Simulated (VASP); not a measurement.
# NaH (P2_1/m) in VASP: a series of runs, part 2 of 2

VASP 6.6.1. Earlier steps stand in the parts before.

### 3 Single point, r2SCAN (shear xy strain -1.7%)

POSCAR reads:

```
NaH
1.0
    3.3191587685     -0.0278809337      0.0000000000
   -1.6837249811      2.8884162795      0.0000000000
    0.0000000000      0.0000000000      5.8309537772
Na H
2 2
Direct
    0.0000000000      0.0000000000      0.0000000000
    0.0000000000      0.0000000000      0.5000000000
    0.3333333333      0.6666666667      0.2500000000
    0.6666666667      0.3333333333      0.7500000000
```

INCAR.step1 reads:

```
  PREC = Accurate
  ENCUT = 520
  ISMEAR = 0
  SIGMA = 0.01
  LREAL = False
  LASPH = True
  NELM = 100
  NBANDS = 16
  GGA = PE
  ALGO = Normal
  EDIFF = 1E-4
  LWAVE = True
  LCHARG = False
```

INCAR.step2 reads:

```
  PREC = Accurate
  ENCUT = 520
  EDIFF = 1E-6
  ISMEAR = 0
  SIGMA = 0.01
  LREAL = False
  LASPH = True
  NELM = 100
  ALGO = Normal
  ISIF = 2
  LWAVE = False
  LCHARG = False
  METAGGA = R2SCAN
  LMIXTAU = True
  NBANDS = 16
  ISTART = 1
```

KPOINTS reads:

```
regular mesh
0
Gamma
  12 12 4
```

Potentials or basis: VASP PAW PBE potentials, release 64 (Na_pv, H).

Command:

```sh
cat potpaw_PBE.64/Na_pv/POTCAR potpaw_PBE.64/H/POTCAR > POTCAR
cp INCAR.step1 INCAR
mpirun -np 1 vasp_std > vasp.out
cp INCAR.step2 INCAR
mpirun -np 1 vasp_std > vasp.out
```

OUTCAR:

```text
PREC = Accurate
   ENCUT = 520
   EDIFF = 1E-6
   ISMEAR = 0
   LREAL = False
   LASPH = True
   NELM = 100
   ISIF = 2
   METAGGA = R2SCAN
   ISTART = 1

 ion  position               nearest neighbor table
   1  0.000  0.000  0.000-
   2  0.000  0.000  0.500-
   3  0.333  0.667  0.250-
   4  0.667  0.333  0.750-

  LATTYP: Found a simple monoclinic cell.
 ALAT       =     3.2950426610
 B/A-ratio  =     1.7696140467
 C/A-ratio  =     1.0073544436
 COS(beta)  =    -0.4890220276

  Lattice vectors:

 A1 = (   1.6354337874,   2.8605353458,   0.0000000000)
 A2 = (   0.0000000000,   0.0000000000,  -5.8309537772)
 A3 = (  -3.3191587685,   0.0278809337,   0.0000000000)

Analysis of symmetry for initial positions (statically):
=====================================================================
 Subroutine PRICEL returns:
 Original cell was already a primitive cell.

 Routine SETGRP: Setting up the symmetry group for a
 simple monoclinic supercell.

 Subroutine GETGRP returns: Found  4 space group operations
 (whereof  2 operations were pure point group operations)
 out of a pool of  4 trial point group operations.

The static configuration has the point symmetry S_2 .
 The point group associated with its full space group is C_2h.

Analysis of symmetry for dynamics (positions and initial velocities):
=====================================================================
 Subroutine PRICEL returns:
 Original cell was already a primitive cell.

 Routine SETGRP: Setting up the symmetry group for a
 simple monoclinic supercell.

 Subroutine GETGRP returns: Found  4 space group operations
 (whereof  2 operations were pure point group operations)
 out of a pool of  4 trial point group operations.

The dynamic configuration has the point symmetry S_2 .
 The point group associated with its full space group is C_2h.

 Subroutine INISYM returns: Found  4 space group operations
 (whereof  2 operations are pure point group operations),
 and found     1 'primitive' translations

----------------------------------------------------------------------------------------

                                     Primitive cell

  volume of cell :      55.6283

  direct lattice vectors                    reciprocal lattice vectors
     3.319158768 -0.027880934  0.000000000     0.302763658  0.176487973  0.000000000
    -1.683724981  2.888416279  0.000000000     0.002922478  0.347914065  0.000000000
     0.000000000  0.000000000  5.830953777     0.000000000  0.000000000  0.171498530

  length of vectors
     3.319275866  3.343333429  5.830953777     0.350448052  0.347926339  0.171498530

  position of ions in fractional coordinates (direct lattice)
     0.000000000  0.000000000  0.000000000
     0.000000000  0.000000000  0.500000000
     0.333333333  0.666666667  0.250000000
     0.666666667  0.333333333  0.750000000

  ion indices of the primitive-cell ions
   primitive index   ion index
                 1           1
                 2           2
                 3           3
                 4           4

----------------------------------------------------------------------------------------

 KPOINTS: regular mesh

Automatic generation of k-mesh.
 Grid dimensions read from file:
 generate k-points for:   12   12    4

 Generating k-lattice:

  Cartesian coordinates                     Fractional coordinates (reciprocal lattice)
     0.025230305  0.014707331  0.000000000     0.083333333  0.000000000  0.000000000
     0.000243540  0.028992839  0.000000000     0.000000000  0.083333333  0.000000000
     0.000000000  0.000000000  0.042874632     0.000000000  0.000000000  0.250000000

  Length of vectors
     0.029204004  0.028993862  0.042874632

  Shift w.r.t. Gamma in fractional coordinates (k-lattice)
     0.000000000  0.000000000  0.000000000

 Subroutine IBZKPT returns following result:
 ===========================================

 Found    222 irreducible k-points:

 Following reciprocal coordinates:
            Coordinates               Weight
  0.000000  0.000000  0.000000      1.000000
  0.083333  0.000000  0.000000      2.000000
  0.166667  0.000000  0.000000      2.000000
  0.250000  0.000000  0.000000      2.000000
  0.333333  0.000000  0.000000      2.000000
  0.416667  0.000000  0.000000      2.000000
[... 16 lines left out ...]
  0.250000  0.166667  0.000000      2.000000
  0.333333  0.166667  0.000000      2.000000
 [... further k-points ...]
   k-points           NKPTS =    222   k-points in BZ     NKDIM =    222   number of bands    NBANDS=     16
   number of dos      NEDOS =    301   number of ions     NIONS =      4
   total plane-waves  NPLWV =  37632
   dimension x,y,z NGX =    28 NGY =   28 NGZ =   48
   dimension x,y,z NGXF=    56 NGYF=   56 NGZF=   96
   ions per type =               2   2
   NGX,Y,Z   is equivalent  to a cutoff of  14.02, 13.92, 13.69 a.u.
   NGXF,Y,Z  is equivalent  to a cutoff of  28.05, 27.85, 27.37 a.u.
 SYSTEM =  unknown system
   PREC   = accura    normal or accurate (medium, high low for compatibility)
   ISTART =      1    job   : 0-new  1-cont  2-samecut
   ICHARG =      0    charge: 1-file 2-atom 10-const
   ISPIN  =      1    spin polarized calculation?
   LNONCOLLINEAR =      F non collinear calculations
   LSORBIT =      F    spin-orbit coupling
   LASPH  =      T    aspherical Exc in radial PAW
   ENCUT  =  520.0 eV  38.22 Ry    6.18 a.u.   6.17  6.22 10.84*2*pi/ulx,y,z
   NELM   =    100;   NELMIN=  2; NELMDL=  0     # of ELM steps
   EDIFF  = 0.1E-05   stopping-criterion for ELM
   LREAL  =      F    real-space projection
   EDIFFG = 0.1E-04   stopping-criterion for IOM
   NSW    =      0    number of steps for IOM
   IBRION =     -1    ionic relax: 0-MD 1-quasi-New 2-CG
   NFREE  =      0    steps in history (QN), initial steepest desc. (CG)
   ISIF   =      2    stress and relaxation
   ISYM   =      2    0-nonsym 1-usesym 2-fastsym
   POTIM  = 0.5000    time-step for ionic-motion
   TEBEG  =    0.0;   TEEND  =   0.0 temperature during run
   PSTRESS=    0.0 pullay stress
   NELECT =      16.0000    total number of electrons
   NUPDOWN=      -1.0000    fix difference up-down
   EMIN   =  10.00;   EMAX   =-10.00  energy-range for DOS
   EFERMI =   0.00;   METHOD = LEGACY
   ISMEAR =     0;   SIGMA  =   0.01  broadening in eV -4-tet -1-fermi 0-gaus
   EFERMI_NEDOS =   21; number of points for ismear=-14 and -15
   IALGO  =     38    algorithm
   IMIX   =      4    mixing-type and parameters
     AMIX     =   0.40;   BMIX     =  1.00
     AMIX_MAG =   1.60;   BMIX_MAG =  1.00
  volume/ion in A,a.u.               =      13.91        93.85
  Fermi-wavevector in a.u.,A,eV,Ry     =   1.080645  2.042122 15.888789  1.167793
  Thomas-Fermi vector in A             =   2.216641
   LORBIT       =      0    0 simple, 1 ext, 2 COOP (PROOUT), +10 PAW based schemes
   METAGGA = R2SCAN    functional components
   LHFCALC =     F    Hartree Fock is set to
   AEXX    =    0.0000 exact exchange contribution
   IVDW    =     0    specifies the selected vdW correction
   LEPSILON=     F    determine dielectric tensor
   LRPA    =     F    only Hartree local field effects (RPA)
 non-spin polarized calculation
 Gauss-broadening in eV      SIGMA  =   0.01
  energy-cutoff  :      520.00
  volume of cell :       55.63
 maximum number of plane-waves:      1517
 NGX is ok and might be reduce to    28
   NGX = 13   NGY = 13   NGZ = 21

 number of electron      16.0000007 magnetization

 Free energy of the ion-electron system (eV)
  ---------------------------------------------------
  ext. energy  EPLUGINS =         0.00000000
  ---------------------------------------------------
  free energy    TOTEN  =       -15.02395322 eV

  energy without entropy =      -15.02395322  energy(sigma->0) =      -15.02395322

 E-fermi :  -1.2131     XC(G=0):  -8.1891

 val. band max:       -1.3840210779   @ k =   0.2500   0.2500   0.0000
 cond. band min:       2.6265032230   @ k =   0.0000   0.0000   0.0000
 fundamental gap:      4.0105243009
 Fermi energy:        -1.2130894847

 k-point     1 :       0.0000    0.0000    0.0000
  band No.  band energies     occupation
      1     -24.5847      2.00000
      2     -24.4347      2.00000
      3     -24.4337      2.00000
      4     -24.4165      2.00000
      5     -24.4155      2.00000
      6     -24.3978      2.00000
[... 8 lines left out ...]
     15      14.5216      0.00000
     16      15.7478      0.00000
[... 420 lines left out ...]
  band No.  band energies     occupation
      1     -24.5622      2.00000
      2     -24.5153      2.00000
      3     -24.4862      2.00000
      4     -24.4663      2.00000
      5     -24.4442      2.00000
      6     -24.3889      2.00000
[... 8 lines left out ...]
     15      14.1404      0.00000
     16      14.6516      0.00000

 [... further k-points ...]
[... 5 lines left out ...]
  --------------------------------------------------------------------------------------
  -------------------------------------------------------------------------------------
  Total       -0.0970538     -0.0980204     -0.0419844      0.1298552      0.0000000      0.0000000
  in kB       -2.7952940     -2.8231330     -1.2092133      3.7400242      0.0000000      0.0000000
  external PRESSURE =      -2.2758801 kB  Pullay stress =       0.0000000 kB

 VOLUME and BASIS-vectors are now :
 -----------------------------------------------------------------------------
  energy-cutoff  :      520.00
  volume of cell :       55.63
      direct lattice vectors                 reciprocal lattice vectors
     3.319158768 -0.027880934  0.000000000     0.302763658  0.176487973  0.000000000
    -1.683724981  2.888416279  0.000000000     0.002922478  0.347914065  0.000000000
     0.000000000  0.000000000  5.830953777     0.000000000  0.000000000  0.171498530

 POSITION                                       TOTAL-FORCE (eV/Angst)
 -----------------------------------------------------------------------------------
      0.00000      0.00000      0.00000         0.000000      0.000000      0.000000
      0.00000      0.00000      2.91548         0.000000      0.000000      0.000000
     -0.01610      1.91632      1.45774        -0.002922     -0.000501      0.000000
      1.65153      0.94422      4.37322         0.002922      0.000501     -0.000000
 -----------------------------------------------------------------------------------
    total drift:                               -0.000000      0.000000      0.000000

  FREE ENERGIE OF THE ION-ELECTRON SYSTEM (eV)
  ---------------------------------------------------
  free  energy   TOTEN  =       -15.0239532161 eV

  energy  without entropy=      -15.0239532161  energy(sigma->0) =      -15.02395322
```

Run time: 6.6 min. Hardware: 1 thread of Intel Xeon 6975P-C (Granite Rapids), shared host; peak memory 0.3 GiB.

What came out:

```yaml
Free_energy: -15.0240 eV
Pressure: -0.2 GPa
Band_gap_on_the_k_mesh: 4.01 eV (least direct gap 5.05 eV)
```

Forces on the atoms (eV/Å):
```
Na   0.000  0.000  0.000
Na   0.000  0.000  0.000
H   -0.003 -0.001  0.000
H    0.003  0.001  0.000
```

Caveat: the cell differs from its parent crystal (shear xy strain -1.7%); the PAW data sets were made with another functional, which shifts forces and pressure a little. A k mesh can miss the band edges.
